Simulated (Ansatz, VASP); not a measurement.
## CoW2: VASP beside Ansatz

```
Co W
1.0
     2.78592    0.00000    0.00000
    -1.39296    2.41268    0.00000
     0.00000    0.00000   13.42526
Co W
2 4
Direct
  0.33333 0.66667 0.25000
  0.66667 0.33333 0.75000
  0.33333 0.66667 0.91667
  0.33333 0.66667 0.58333
  0.66667 0.33333 0.08333
  0.66667 0.33333 0.41667
```

Alike in both runs: task single point; functional PBE; k mesh 6 × 6 × 2; occupations gaussian, width 0.1 eV; collinear spin.

|  | VASP | Ansatz |
| --- | --- | --- |
| version | VASP 6.6.1 | Ansatz 0.2.0 |
| potentials or method | VASP PAW PBE potentials, release 64 (Co, W_sv), cutoff 520 eV | scalar-relativistic, plane waves, PAW |
| valence electrons in the cell | 74 | 90 |

VASP gave:

```
gap on the k mesh at the Fermi level (eV)                     : none
pressure (GPa)                                                : -2.8
traceless stress, the component that is largest in VASP (GPa) : 5.08
rms of the force components (eV/Å)                            : 1.630
net moment per atom (μB)                                      : 0.11
size of the moment on the site where the two differ most (μB) : 0.47
```

**Question.** Estimate Ansatz's values.

**Answer.** gap on the k mesh at the Fermi level (eV): none; pressure (GPa): -3.1; traceless stress, the component that is largest in VASP (GPa): 5.25; rms of the force components (eV/Å): 1.614; net moment per atom (μB): 0.12; size of the moment on the site where the two differ most (μB): 0.51.

Site moments also hang on the region over which each program counts them. Atom by atom the forces differ by 0.017 eV/Å (rms over components). A gap of «none» marks a metal or a gap that the smearing closes. VASP's potentials hold 74 valence electrons a cell and Ansatz's 90, so a difference there can come from the potentials and not from the codes.

The k mesh is coarse, so the values compare programs but aren't converged. Neither program's run includes spin-orbit coupling.
